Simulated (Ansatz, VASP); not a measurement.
# In3BiO3: VASP beside Ansatz

INCAR

```
SYSTEM = In3BiO3
PREC     = Accurate       ! precision mode
ENCUT    = 600            ! plane-wave cutoff, eV
EDIFF    = 1E-7           ! SCF threshold, eV
ISMEAR   = 0              ! smearing method
SIGMA    = 0.1            ! smearing width, eV
LREAL    = .False.        ! projectors in reciprocal space
LASPH    = .True.         ! aspherical terms in the spheres
NELM     = 80             ! most SCF steps
ALGO     = Normal         ! electronic algorithm
ISIF     = 3              ! what is computed and relaxed
LWAVE    = .False.        ! write WAVECAR
LCHARG   = .False.        ! write CHGCAR
GGA      = PE             ! functional
IBRION   = 2              ! ionic algorithm
NSW      = 80             ! ionic steps
EDIFFG   = -0.025         ! ionic threshold
```

Contents of KPOINTS:

```
regular mesh
0
Gamma
  3 3 3
  0 0 0
```

The input POSCAR:

```
In3BiO3
1.0
    4.1083883522      2.2605632804      2.7196401813
   -4.0058957142      2.2502658917      2.5710215014
    0.0423285187     -4.4919549287      2.6285566508
In Bi O
3 1 3
Direct
    0.8613850983      0.3743262538      0.3384708575
    0.3555320496      0.3483194521      0.8747509888
    0.3812012260      0.8664707626      0.3738924319
    0.9554596042      0.9753367914      0.9736901712
    0.6183249139      0.1757442529      0.5993424105
    0.6140774979      0.6018308012      0.1928802795
    0.1540196100      0.5979716859      0.5869728606
```

Input for Ansatz:

```yaml
crystal:
  lattice:
    - [4.1083883522, 2.2605632804, 2.7196401813]
    - [-4.0058957142, 2.2502658917, 2.5710215014]
    - [0.0423285187, -4.4919549287, 2.6285566508]
  atoms:
    - { symbol: In, position: [0.8613850983, 0.3743262538, 0.3384708575] }
    - { symbol: In, position: [0.3555320496, 0.3483194521, 0.8747509888] }
    - { symbol: In, position: [0.381201226, 0.8664707626, 0.3738924319] }
    - { symbol: Bi, position: [0.9554596042, 0.9753367914, 0.9736901712] }
    - { symbol: O, position: [0.6183249139, 0.1757442529, 0.5993424105] }
    - { symbol: O, position: [0.6140774979, 0.6018308012, 0.1928802795] }
    - { symbol: O, position: [0.15401961, 0.5979716859, 0.5869728606] }
basis:
  ecutwfc: 420
kpoints:
  mp_grid: { grid: [3, 3, 3] }
hamiltonian:
  xc: pbe
scf:
  occupations: { method: gaussian, width: 0.1 }
  lower_state_search: "off"
output:
  forces: true
  stress: true
  eigenvalues: true
relax:
  adjacent_minimum: "off"
  f_tol: 0.025
  max_steps: 60
  cell: { stress_tol: 0.25 }
```

Change from the starting cell: cell x1, atoms moved at random (sigma 0.1 Å) and cell strained at random (1.5 %), then relaxed without symmetry.

Alike in both runs: task relaxation of cell and atoms; functional PBE; k mesh 3 × 3 × 3; occupations gaussian, width 0.1 eV; no spin polarisation.

```csv
,VASP,Ansatz
version,VASP 6.6.1,Ansatz 0.2.0
potentials or method,"VASP PAW PBE potentials, release 64 (In_d, Bi_d, O), cutoff 600 eV","scalar-relativistic, plane waves, PAW"
valence electrons in the cell,72,72
```

VASP gave:

```
gap on the k mesh at the Fermi level, each at its own relaxed structure (eV)  : 0.36
relaxed volume (Å³/atom)                                                      : 20.69
relaxed length of the cell vector where the two differ most in proportion (Å) : 5.310
```

**Question.** Which values does Ansatz return?

**Answer.** gap on the k mesh at the Fermi level, each at its own relaxed structure (eV): 0.37; relaxed volume (Å³/atom): 20.67; relaxed length of the cell vector where the two differ most in proportion (Å): 5.298.

Spin-orbit coupling is off throughout.
